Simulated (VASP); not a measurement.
Wanted: the native input for a VASP 6.6.1 run.

| Property | Result |
| --- | --- |
| Task | single point |
| Functional | PBE |
| Dispersion | D3(BJ) |
| Potentials or basis | VASP PAW PBE potentials, release 64 (I, Mg) |
| Cutoff | 520 eV |
| k mesh | 9 × 9 × 1 |
| Occupations | gaussian, width 0.05 eV |
| Spin | no spin polarisation |
| Dipole correction | yes |
| Further INCAR settings | ALGO = Normal; EDIFF = 1e-06; NBANDS = 25 |

The structure of MgI2 lies in POSCAR:

```
MgI2
1.0
    4.1311064662      0.0000000000      0.0000000000
   -2.0655532331      3.5776431455      0.0000000000
    0.0000000000      0.0000000000     24.2265088138
I Mg
4 2
Direct
    0.3333333333      0.6666666667      0.1857469450
    0.6666666667      0.3333333333      0.3245723297
    0.7777777778      0.5555555556      0.4826636185
    0.4444444444      0.8888888889      0.6214890032
    0.0000000000      0.0000000000      0.2551596374
    1.1111111111      1.2222222222      0.5520763108
```

This cell differs from its parent crystal: layers slid over each other.

The input as run:

INCAR

```
PREC = Accurate
ENCUT = 520
EDIFF = 1E-6
ISMEAR = 0
SIGMA = 0.05
LREAL = F
LASPH = T
NELM = 80
ALGO = Normal
ISIF = 2
LWAVE = F
LCHARG = F
LDIPOL = T
IDIPOL = 3
DIPOL = 0.5 0.5 0.404
GGA = PE
IVDW = 12
NBANDS = 25
```

KPOINTS

```
Automatic mesh
0
Gamma
  9 9 1
```

Potentials or basis: VASP PAW PBE potentials, release 64 (I, Mg).

Run with:

```sh
$ cat potpaw_PBE.64/I/POTCAR potpaw_PBE.64/Mg/POTCAR > POTCAR
$ mpirun -np 1 vasp_std > vasp.out
```

Results of the run:

The largest force is 0.110 eV/Å and the band gap on the k mesh is 3.53 eV (least direct gap 3.93 eV). The dispersion energy per atom is -0.266 eV.

Caveat: the cell differs from its parent crystal (layers slid over each other); spin-orbit coupling is left out, which moves the levels of the heavy elements.

Run time: 5 min on 1 thread of AMD EPYC 9R14 (Zen 4), with other jobs on the host, peak memory 0.53 GiB.
